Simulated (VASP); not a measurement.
A run of VASP 6.6.1:

INCAR

```
PREC = Accurate
ENCUT = 1000
EDIFF = 1E-6
ISMEAR = -1
SIGMA = 0.1
LREAL = Auto
LASPH = T
NELM = 120
ALGO = Normal
ISIF = 2
LWAVE = F
LCHARG = F
GGA = PE
NBANDS = 86
GGA_COMPAT = F
NELMDL = -8
```

KPOINTS

```
regular mesh
0
Gamma
  2 2 1
```

POSCAR

```
WC
1.0
    5.6814998085      0.0000000000      0.0000000000
   -2.8407499043      4.9203231658      0.0000000000
    0.0000000000      0.0000000000     15.1839650000
W C
8 8
Direct
    0.0000000000      0.0000000000      0.0658590000
    0.0000000000      0.0000000000      0.2576901055
    0.0000000000      0.5000000000      0.0658590000
    0.0000000000      0.5000000000      0.2576901055
    0.5000000000      0.0000000000      0.0658590000
    0.5000000000      0.0000000000      0.2576901055
    0.5000000000      0.5000000000      0.0658590000
    0.5000000000      0.5000000000      0.2576901055
    0.3333333333      0.1666666667      0.1530293437
    0.3333333333      0.1666666667      0.3333138020
    0.3333333333      0.6666666667      0.1530293437
    0.3333333333      0.6666666667      0.3333138020
    0.8333333333      0.1666666667      0.1530293437
    0.8333333333      0.1666666667      0.3333138020
    0.8333333333      0.6666666667      0.1530293437
    0.8333333333      0.6666666667      0.3333138020
```

Potentials or basis: VASP PAW PBE potentials, release 64 (W_sv, C_h).

Command:

```sh
$ cat potpaw_PBE.64/W_sv/POTCAR potpaw_PBE.64/C_h/POTCAR > POTCAR
$ mpirun -np 1 vasp_std > vasp.out
```

Hardware: 1 thread of Intel(R) Xeon(R) Platinum 8375C CPU @ 2.90GHz (Ice Lake) (shared host).

Task: How long does it take, and how much memory?

Result: Run time: 9.7 min on 1 thread of Intel(R) Xeon(R) Platinum 8375C CPU @ 2.90GHz (Ice Lake), on a shared host, peak memory 1.1 GiB. Counts: scf iterations 28, k points 2.
